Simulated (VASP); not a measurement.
# PtSe2 (P-3m1) in VASP: a series of runs

PtSe2 is run at these levels: PBE+D3(BJ); tasks: single point.

Everything below comes from runs of VASP 6.6.1. Logs are shortened: lines on timing, memory, paths and dates and some standing lists are left out, and cuts for length are marked.

**1. The cell of the first run**

It takes space group P-3m1 (No. 164, trigonal). The conventional cell has a = 3.878 Å, b = 3.878 Å, c = 4.561 Å, α = 90.00°, β = 90.00°, γ = 120.00°. Pt (site symmetry -3m) has 6 Se at 2.48 Å within 3.3 Å. Within 3.3 Å of Se (site symmetry 3m) lie 3 Pt at 2.48 Å and 3 Se at 3.09 Å.

**2. Single point, PBE+D3(BJ) (c/a of the conventional cell at fixed volume 1.1762)**

File INCAR:

```
  ALGO = Normal
  EDIFF = 1E-6
  ENCUT = 520
  GGA = PE
  ISIF = 2
  ISMEAR = 0
  IVDW = 12
  LASPH = True
  LCHARG = True
  LELF = True
  LREAL = False
  LVHAR = True
  LWAVE = False
  NBANDS = 18
  NELM = 80
  PREC = Accurate
  SIGMA = 0.15
```

File KPOINTS:

```
k-points
0
Gamma
  12 12 8
```

File POSCAR:

```
PtSe2
1.0
    3.8778354291      0.0000000000      0.0000000000
   -1.9389177145      3.3583039933      0.0000000000
    0.0000000000      0.0000000000      4.5611100317
Pt Se
1 2
Direct
    0.0000000000      0.0000000000      0.0000000000
    0.3333333333      0.6666666667      0.2341021151
    0.6666666667      0.3333333333      0.7658978849
```

Potentials or basis: VASP PAW PBE potentials, release 64 (Pt, Se).

The run is started by

```sh
cat potpaw_PBE.64/Pt/POTCAR potpaw_PBE.64/Se/POTCAR > POTCAR
mpirun -np 1 vasp_std > vasp.out
```

OUTCAR:

```text
EDIFF = 1E-6
   ENCUT = 520
   GGA = PE
   ISIF = 2
   ISMEAR = 0
   IVDW = 12
   LASPH = True
   LREAL = False
   NELM = 80
   PREC = Accurate
 IVDW          = 12

 ion  position               nearest neighbor table
   1  0.000  0.000  0.000-   2 2.48   3 2.48   2 2.48   3 2.48   3 2.48   2 2.48
   2  0.333  0.667  0.234-   1 2.48   1 2.48   1 2.48
   3  0.667  0.333  0.766-   1 2.48   1 2.48   1 2.48

  LATTYP: Found a hexagonal cell.
 ALAT       =     3.8778354291
 C/A-ratio  =     1.1762000000

  Lattice vectors:

 A1 = (   3.8778354291,   0.0000000000,   0.0000000000)
 A2 = (  -1.9389177145,   3.3583039933,   0.0000000000)
 A3 = (   0.0000000000,   0.0000000000,   4.5611100317)

Analysis of symmetry for initial positions (statically):
=====================================================================
 Subroutine PRICEL returns:
 Original cell was already a primitive cell.

 Routine SETGRP: Setting up the symmetry group for a
 hexagonal supercell.

 Subroutine GETGRP returns: Found 12 space group operations
 (whereof 12 operations were pure point group operations)
 out of a pool of 24 trial point group operations.

The static configuration has the point symmetry D_3d.

Analysis of symmetry for dynamics (positions and initial velocities):
=====================================================================
 Subroutine PRICEL returns:
 Original cell was already a primitive cell.

 Routine SETGRP: Setting up the symmetry group for a
 hexagonal supercell.

 Subroutine GETGRP returns: Found 12 space group operations
 (whereof 12 operations were pure point group operations)
 out of a pool of 24 trial point group operations.

The dynamic configuration has the point symmetry D_3d.

 Subroutine INISYM returns: Found 12 space group operations
 (whereof 12 operations are pure point group operations),
 and found     1 'primitive' translations

----------------------------------------------------------------------------------------

                                     Primitive cell

  volume of cell :      59.3991

  direct lattice vectors                    reciprocal lattice vectors
     3.877835429  0.000000000  0.000000000     0.257875822  0.148884675  0.000000000
    -1.938917715  3.358303993  0.000000000     0.000000000  0.297769351  0.000000000
     0.000000000  0.000000000  4.561110032     0.000000000  0.000000000  0.219244875

  length of vectors
     3.877835429  3.877835429  4.561110032     0.297769351  0.297769351  0.219244875

  position of ions in fractional coordinates (direct lattice)
     0.000000000  0.000000000  0.000000000
     0.333333333  0.666666667  0.234102115
     0.666666667  0.333333333  0.765897885

  ion indices of the primitive-cell ions
   primitive index   ion index
                 1           1
                 2           2
                 3           3

----------------------------------------------------------------------------------------

 KPOINTS: k-points

Automatic generation of k-mesh.
 Grid dimensions read from file:
 generate k-points for:   12   12    8

 Generating k-lattice:

  Cartesian coordinates                     Fractional coordinates (reciprocal lattice)
     0.021489652  0.012407056  0.000000000     0.083333333  0.000000000  0.000000000
     0.000000000  0.024814113  0.000000000     0.000000000  0.083333333  0.000000000
     0.000000000  0.000000000  0.027405609     0.000000000  0.000000000  0.125000000

  Length of vectors
     0.024814113  0.024814113  0.027405609

  Shift w.r.t. Gamma in fractional coordinates (k-lattice)
     0.000000000  0.000000000  0.000000000

 Subroutine IBZKPT returns following result:
 ===========================================

 Found    131 irreducible k-points:

 Following reciprocal coordinates:
            Coordinates               Weight
  0.000000  0.000000  0.000000      1.000000
  0.083333 -0.000000  0.000000      6.000000
  0.166667 -0.000000  0.000000      6.000000
  0.250000 -0.000000  0.000000      6.000000
  0.333333 -0.000000  0.000000      6.000000
  0.416667 -0.000000  0.000000      6.000000
[... 16 lines left out ...]
  0.166667 -0.000000  0.125000      6.000000
  0.000000  0.166667  0.125000      6.000000
 [... further k-points ...]
   k-points           NKPTS =    131   k-points in BZ     NKDIM =    131   number of bands    NBANDS=     18
   number of dos      NEDOS =    301   number of ions     NIONS =      3
   total plane-waves  NPLWV =  32400
   dimension x,y,z NGX =    30 NGY =   30 NGZ =   36
   dimension x,y,z NGXF=    60 NGYF=   60 NGZF=   72
   ions per type =               1   2
   NGX,Y,Z   is equivalent  to a cutoff of  12.86, 12.86, 13.12 a.u.
   NGXF,Y,Z  is equivalent  to a cutoff of  25.72, 25.72, 26.24 a.u.
 SYSTEM =  unknown system
   PREC   = accura    normal or accurate (medium, high low for compatibility)
   ISTART =      0    job   : 0-new  1-cont  2-samecut
   ICHARG =      2    charge: 1-file 2-atom 10-const
   ISPIN  =      1    spin polarized calculation?
   LNONCOLLINEAR =      F non collinear calculations
   LSORBIT =      F    spin-orbit coupling
   LASPH  =      T    aspherical Exc in radial PAW
   ENCUT  =  520.0 eV  38.22 Ry    6.18 a.u.   7.21  7.21  8.48*2*pi/ulx,y,z
   NELM   =     80;   NELMIN=  2; NELMDL= -5     # of ELM steps
   EDIFF  = 0.1E-05   stopping-criterion for ELM
   LREAL  =      F    real-space projection
   EDIFFG = 0.1E-04   stopping-criterion for IOM
   NSW    =      0    number of steps for IOM
   IBRION =     -1    ionic relax: 0-MD 1-quasi-New 2-CG
   NFREE  =      0    steps in history (QN), initial steepest desc. (CG)
   ISIF   =      2    stress and relaxation
   ISYM   =      2    0-nonsym 1-usesym 2-fastsym
   POTIM  = 0.5000    time-step for ionic-motion
   TEBEG  =    0.0;   TEEND  =   0.0 temperature during run
   PSTRESS=    0.0 pullay stress
   NELECT =      22.0000    total number of electrons
   NUPDOWN=      -1.0000    fix difference up-down
   EMIN   =  10.00;   EMAX   =-10.00  energy-range for DOS
   EFERMI =   0.00;   METHOD = LEGACY
   ISMEAR =     0;   SIGMA  =   0.15  broadening in eV -4-tet -1-fermi 0-gaus
   EFERMI_NEDOS =   21; number of points for ismear=-14 and -15
   IALGO  =     38    algorithm
   IMIX   =      4    mixing-type and parameters
     AMIX     =   0.40;   BMIX     =  1.00
     AMIX_MAG =   1.60;   BMIX_MAG =  1.00
  volume/ion in A,a.u.               =      19.80       133.61
  Fermi-wavevector in a.u.,A,eV,Ry     =   1.175680  2.221713 18.806288  1.382223
  Thomas-Fermi vector in A             =   2.312056
   LORBIT       =      0    0 simple, 1 ext, 2 COOP (PROOUT), +10 PAW based schemes
   GGA     = PE    functional components
   LHFCALC =     F    Hartree Fock is set to
   AEXX    =    0.0000 exact exchange contribution
   IVDW    =    12    specifies the selected vdW correction
   LEPSILON=     F    determine dielectric tensor
   LRPA    =     F    only Hartree local field effects (RPA)
 non-spin polarized calculation
 Gauss-broadening in eV      SIGMA  =   0.15
  energy-cutoff  :      520.00
  volume of cell :       59.40
 maximum number of plane-waves:      1616
 NGX is ok and might be reduce to    30

 number of electron      21.9999998 magnetization

 Free energy of the ion-electron system (eV)
  ---------------------------------------------------
  ext. energy  EPLUGINS =         0.00000000
  ---------------------------------------------------
  free energy    TOTEN  =       -13.87736659 eV

  energy without entropy =      -13.86870316  energy(sigma->0) =      -13.87303487

 E-fermi :   6.8438     XC(G=0): -10.7625

 val. band max:        6.8203103564   @ k =  -0.0833   0.3333   0.3750
 cond. band min:       6.8501164083   @ k =   0.0833  -0.0000   0.1250
 fundamental gap:      0.0298060520
 Fermi energy:         6.8438223926

 k-point     1 :       0.0000    0.0000    0.0000
  band No.  band energies     occupation
      1      -9.3026      2.00000
      2      -5.6171      2.00000
      3      -0.2944      2.00000
      4      -0.2944      2.00000
      5      -0.0411      2.00000
      6       2.7641      2.00000
[... 10 lines left out ...]
     17      13.6359      0.00000
     18      17.5351      0.00000

 k-point     2 :       0.0833   -0.0000    0.0000
  band No.  band energies     occupation
      1      -9.2263      2.00000
      2      -5.6993      2.00000
      3      -0.2348      2.00000
      4      -0.1730      2.00000
      5       0.0407      2.00000
      6       2.6656      2.00000
[... 10 lines left out ...]
     17      13.8747      0.00000
     18      17.2306      0.00000

 k-point     3 :       0.1667   -0.0000    0.0000
  band No.  band energies     occupation
      1      -9.0043      2.00000
      2      -5.9165      2.00000
      3      -0.0614      2.00000
      4       0.1142      2.00000
      5       0.3079      2.00000
      6       2.3056      2.00000
[... 10 lines left out ...]
     17      14.4892      0.00000
     18      16.2102      0.00000

 k-point     4 :       0.2500   -0.0000    0.0000
  band No.  band energies     occupation
      1      -8.6577      2.00000
      2      -6.2090      2.00000
      3       0.2066      2.00000
      4       0.3519      2.00000
      5       0.7862      2.00000
      6       1.6657      2.00000
[... 375 lines left out ...]
      4      -0.2385      2.00000
      5       0.3584      2.00000
      6       2.6210      2.00000
[... 10 lines left out ...]
     17      14.0269      0.00000
     18      16.8228      0.00000

 k-point    23 :       0.1667   -0.0000    0.1250
  band No.  band energies     occupation
      1      -8.9386      2.00000
      2      -6.0572      2.00000
      3      -0.0775      2.00000
      4      -0.0155      2.00000
      5       0.6524      2.00000
      6       2.3672      2.00000
[... 10 lines left out ...]
     17      13.8479      0.00000
     18      15.6069      0.00000

 k-point    24 :       0.0000    0.1667    0.1250
  band No.  band energies     occupation
      1      -8.9440      2.00000
      2      -6.0326      2.00000
      3      -0.1789      2.00000
      4      -0.0848      2.00000
      5       0.7579      2.00000
      6       2.1816      2.00000
[... 10 lines left out ...]
     17      14.9191      0.00000
     18      15.6423      0.00000

 [... further k-points ...]

------------------------ aborting loop because EDIFF is reached ----------------------------------------

 Edisp (eV)   -1.46482

 E8    (eV) :    -0.6285

  FORCE on cell =-STRESS in cart. coord.  units (eV):
  Direction    XX          YY          ZZ          XY          YZ          ZX
  --------------------------------------------------------------------------------------
  -------------------------------------------------------------------------------------
  Total       1.79492     1.79492     3.19466     0.00000     0.00000    -0.00000
  in kB      48.41462    48.41462    86.16995     0.00000     0.00000    -0.00000
  external pressure =       61.00 kB  Pullay stress =        0.00 kB

 VOLUME and BASIS-vectors are now :
 -----------------------------------------------------------------------------
  energy-cutoff  :      520.00
  volume of cell :       59.40
      direct lattice vectors                 reciprocal lattice vectors
     3.877835429  0.000000000  0.000000000     0.257875822  0.148884675  0.000000000
    -1.938917715  3.358303993  0.000000000     0.000000000  0.297769351  0.000000000
     0.000000000  0.000000000  4.561110032     0.000000000  0.000000000  0.219244875

 POSITION                                       TOTAL-FORCE (eV/Angst)
 -----------------------------------------------------------------------------------
      0.00000      0.00000      0.00000        -0.000000      0.000000      0.000000
     -0.00000      2.23887      1.06777         0.000000     -0.000000      1.843237
      1.93892      1.11943      3.49334        -0.000000      0.000000     -1.843237
 -----------------------------------------------------------------------------------
    total drift:                                0.000000     -0.000000     -0.000000

  FREE ENERGIE OF THE ION-ELECTRON SYSTEM (eV)
  ---------------------------------------------------
  free  energy   TOTEN  =       -15.3421854520 eV

  energy  without entropy=      -15.3335220309  energy(sigma->0) =      -15.33785374
```

Run time: 2.2 min. Hardware: 1 thread of AMD EPYC 7R43 (Zen 3), shared host; peak memory 0.25 GiB.

What came out:

```yaml
Free_energy: -15.3422 eV
Pressure: 6.1 GPa
Largest_force: 1.843 eV/Å
Band_gap_on_the_k_mesh: zero (band 11 reaches 7.15 eV, above the bottom of band 12 at 6.70 eV)
Dispersion_energy_per_atom: -0.488 eV
```

Forces in eV/Å, atoms in the order of the input:
```
Pt   0.000  0.000  0.000
Se   0.000  0.000  1.843
Se   0.000  0.000 -1.843
```

Levels at points of the mesh, in eV from the Fermi level:
```
           k point  band 9  band 10  band 11  band 12  band 13  band 14
(0.00, 0.00, 0.00)   -1.45    -1.45     0.31     1.35     1.35     3.34
(0.50, 0.00, 0.00)   -3.86    -3.10    -2.80     0.64     2.68     4.35
(0.00, 0.00, 0.50)   -1.90    -1.90    -1.53     2.31     2.31     5.24
(0.50, 0.00, 0.50)   -3.61    -2.98    -0.91     1.03     1.11     5.06
```

Caveat: spin-orbit coupling is left out, which moves the levels of the heavy elements; pairwise dispersion overbinds metals, which lowers pressure and volume; forces of over 1 eV/Å act on the atoms, so gaps and moduli don't describe the material at rest.

**3. Single point, PBE+D3(BJ)**

This run uses another cell than the first one, of the same volume but with other edges.

File INCAR:

```
SYSTEM = PtSe2
PREC = Accurate
ENCUT = 520
EDIFF = 1E-6
ISMEAR = 0
SIGMA = 0.15
LREAL = .False.
LASPH = .True.
NELM = 100
ALGO = Normal
ISIF = 2
LWAVE = .False.
LCHARG = .False.
GGA = PE
IVDW = 12
NBANDS = 18
ISYM = 0
LUSENCCL = .False.
```

File KPOINTS:

```
regular mesh
0
Gamma
  12 12 8
  0 0 0
```

File POSCAR:

```
PtSe2
1.0
    3.7224757418      0.0000000000      0.0000000000
   -1.8612378709      3.2237585574      0.0000000000
    0.0000000000      0.0000000000      4.9497759939
Pt Se
1 2
Direct
    0.0000000000      0.0000000000      0.0000000000
    0.3333333333      0.6666666667      0.2655211092
    0.6666666667      0.3333333333      0.7344788908
```

Potentials or basis: VASP PAW PBE potentials, release 64 (Pt, Se).

The run is started by

```sh
cat potpaw_PBE.64/Pt/POTCAR potpaw_PBE.64/Se/POTCAR > POTCAR
mpirun -np 1 vasp_std > vasp.out
```

Run time: 8.4 min. Hardware: 1 × NVIDIA H100 80GB with 1 thread of Intel Xeon Platinum 8481C at 2.70GHz (Sapphire Rapids), shared host; peak memory 1.8 GiB.

Results (log left out):

```yaml
Free_energy: -15.6568 eV
Pressure: 1.1 GPa
Largest_force: 0.041 eV/Å
Band_gap_on_the_k_mesh: zero (band 11 reaches 7.43 eV, above the bottom of band 12 at 6.68 eV)
Dispersion_energy_per_atom: -0.490 eV
```

Forces in eV/Å, atoms in the order of the input:
```
Pt   0.000  0.000  0.000
Se   0.000  0.000 -0.041
Se   0.000  0.000  0.041
```

Stress tensor (GPa, compression positive):
```
 1.99  0.00  0.00
 0.00  1.99  0.00
 0.00  0.00 -0.71
```

Levels at points of the mesh, in eV from the Fermi level:
```csv
k point,band 9,band 10,band 11,band 12,band 13,band 14
"(0.00, 0.00, 0.00)",-0.93,-0.93,0.70,1.17,1.17,3.52
"(0.50, 0.00, 0.00)",-3.29,-3.25,-2.90,0.53,2.45,5.09
"(0.00, 0.50, 0.00)",-3.29,-3.25,-2.90,0.53,2.45,5.09
"(0.50, 0.50, 0.00)",-3.29,-3.25,-2.90,0.53,2.45,5.09
"(0.00, 0.00, 0.50)",-1.71,-1.58,-1.58,2.33,2.33,4.97
"(0.50, 0.00, 0.50)",-3.04,-2.50,-1.21,0.67,1.57,4.73
"(0.00, 0.50, 0.50)",-3.04,-2.50,-1.21,0.67,1.57,4.73
"(0.50, 0.50, 0.50)",-3.04,-2.50,-1.21,0.67,1.57,4.73
```

Caveat: spin-orbit coupling is left out, which moves the levels of the heavy elements; pairwise dispersion overbinds metals, which lowers pressure and volume.
